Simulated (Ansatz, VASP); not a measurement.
**Cd in VASP and in Ansatz**

Contents of INCAR:

```
  PREC = Accurate
  ENCUT = 600
  EDIFF = 1E-6
  ISMEAR = -1
  SIGMA = 0.1
  LREAL = False
  LASPH = True
  NELM = 100
  ALGO = Normal
  ISIF = 3
  LWAVE = False
  LCHARG = False
  GGA = B5
  ALDAX = 1.0
  AGGAX = 1.0
  AGGAC = 1.0
  ALDAC = 0.0
  IBRION = 2
  NSW = 80
  EDIFFG = -0.01
```

Contents of KPOINTS:

```
Automatic mesh
0
Gamma
  5 5 5
```

The input POSCAR:

```
Cd
1.0
    5.5686472891      0.0000000000      0.0000000000
    0.0000000000      5.5686472891      0.0000000000
    0.0000000000      0.0000000000      5.5686472891
Cd
8
Direct
    0.0000000000      0.0000000000      0.0000000000
    0.5000000000      0.5000000000      0.5000000000
    0.2500000000      0.0000000000      0.5000000000
    0.7500000000      0.0000000000      0.5000000000
    0.5000000000      0.2500000000      0.0000000000
    0.5000000000      0.7500000000      0.0000000000
    0.0000000000      0.5000000000      0.2500000000
    0.0000000000      0.5000000000      0.7500000000
```

Input for Ansatz:

```yaml
crystal:
  lattice:
    - [5.5686472891, 0.0, 0.0]
    - [0.0, 5.5686472891, 0.0]
    - [0.0, 0.0, 5.5686472891]
  atoms:
    - { symbol: Cd, position: [0.0, 0.0, 0.0] }
    - { symbol: Cd, position: [0.5, 0.5, 0.5] }
    - { symbol: Cd, position: [0.25, 0.0, 0.5] }
    - { symbol: Cd, position: [0.75, 0.0, 0.5] }
    - { symbol: Cd, position: [0.5, 0.25, 0.0] }
    - { symbol: Cd, position: [0.5, 0.75, 0.0] }
    - { symbol: Cd, position: [0.0, 0.5, 0.25] }
    - { symbol: Cd, position: [0.0, 0.5, 0.75] }
hamiltonian:
  xc: blyp
  pseudopotentials:
    kind: paw
    azcp:
      Cd: "pseudopotentials/Cd.paw.azcp"
basis:
  ecutwfc: 420
  fft_grid_basis: typed
kpoints:
  mp_grid: { grid: [5, 5, 5], shift: [0, 0, 0] }
magnetization:
  spin_polarized: false
scf:
  occupations: { method: fermi_dirac, width: 0.1 }
relax:
  max_steps: 60
  f_tol: 0.01
  cell: {}
```

Alike in both runs: task relaxation of cell and atoms; functional BLYP; k mesh 5 × 5 × 5; occupations fermi-dirac, width 0.1 eV; no spin polarisation.

```csv
,VASP,Ansatz
version,VASP 6.6.1,Ansatz 0.2.0
potentials or method,"VASP PAW PBE potentials, release 64 (Cd), cutoff 600 eV","plane waves (420 eV) with PAW, scalar-relativistic"
valence electrons in the cell,96,160
```

```csv
,VASP,Ansatz,Ansatz less VASP
relaxed volume (Å³/atom),27.21,27.03,-0.174
relaxed length of the cell vector where the two differ most in proportion (Å),6.015,6.002,-0.0128
```

VASP's potentials were made for PBE, not for BLYP. VASP's potentials hold 96 valence electrons a cell and Ansatz's 160, so a difference there can come from the potentials and not from the codes.

Noted on VASP's run: the volume moved by over 15 % at a fixed basis, so the end points are rough.
